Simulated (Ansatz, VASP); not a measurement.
**SnO: VASP beside Ansatz**

File INCAR:

```
SYSTEM = SnO
PREC = Accurate
ENCUT = 520
EDIFF = 1E-6
ISMEAR = 0
SIGMA = 0.15
LREAL = .False.
LASPH = .True.
NELM = 60
ALGO = Normal
ISIF = 2
LWAVE = .False.
LCHARG = .True.
GGA = PE
LELF = .True.
LVHAR = .True.
NBANDS = 28
```

Contents of KPOINTS:

```
regular mesh
0
Gamma
  12 12 10
  0 0 0
```

The input POSCAR:

```
SnO
1.0
    3.8020000000     -0.0190100000      0.0000000000
   -0.0190100000      3.8020000000      0.0000000000
    0.0000000000      0.0000000000      4.8360000000
Sn O
2 2
Direct
    0.0000000000      0.5000000000      0.2385000000
    0.5000000000      0.0000000000      0.7615000000
    0.0000000000      0.0000000000      0.0000000000
    0.5000000000      0.5000000000      0.0000000000
```

Input for Ansatz:

```yaml
crystal:
  lattice:
    - [3.802, -0.01901, 0.0]
    - [-0.01901, 3.802, 0.0]
    - [0.0, 0.0, 4.836]
  atoms:
    - { symbol: Sn, position: [0.0, 0.5, 0.2385] }
    - { symbol: Sn, position: [0.5, 0.0, 0.7615] }
    - { symbol: O, position: [0.0, 0.0, 0.0] }
    - { symbol: O, position: [0.5, 0.5, 0.0] }
basis:
  ecutwfc: 420
kpoints:
  mp_grid: { grid: [12, 12, 10] }
hamiltonian:
  xc: pbe
scf:
  occupations: { method: gaussian, width: 0.15 }
output:
  forces: true
  stress: true
  eigenvalues: true
```

Change from the starting cell: strain -0.0100 x Voigt [0, 0, 0, 0, 0, 1], atoms carried along.

Alike in both runs: task single point; functional PBE; k mesh 12 × 12 × 10; occupations gaussian, width 0.15 eV; no spin polarisation.

```csv
,VASP,Ansatz
version,VASP 6.6.1,Ansatz 0.2.0
potentials or method,"VASP PAW PBE potentials, release 64 (Sn_d, O), cutoff 520 eV","scalar-relativistic, plane waves, PAW"
valence electrons in the cell,40,40
```

VASP gave:

```
gap on the k mesh at the Fermi level (eV)                     : none
pressure (GPa)                                                : 4.4
traceless stress, the component that is largest in VASP (GPa) : 0.83
rms of the force components (eV/Å)                            : 0.179
```

Problem. What did Ansatz give for the same quantities?

Solution. gap on the k mesh at the Fermi level (eV): none; pressure (GPa): 4.2; traceless stress, the component that is largest in VASP (GPa): 0.84; rms of the force components (eV/Å): 0.144.

Atom by atom the forces differ by 0.035 eV/Å (rms over components). A gap of «none» marks a metal or a gap that the smearing closes. With one functional, cell and mesh, what is left measures potentials, basis and numerics.
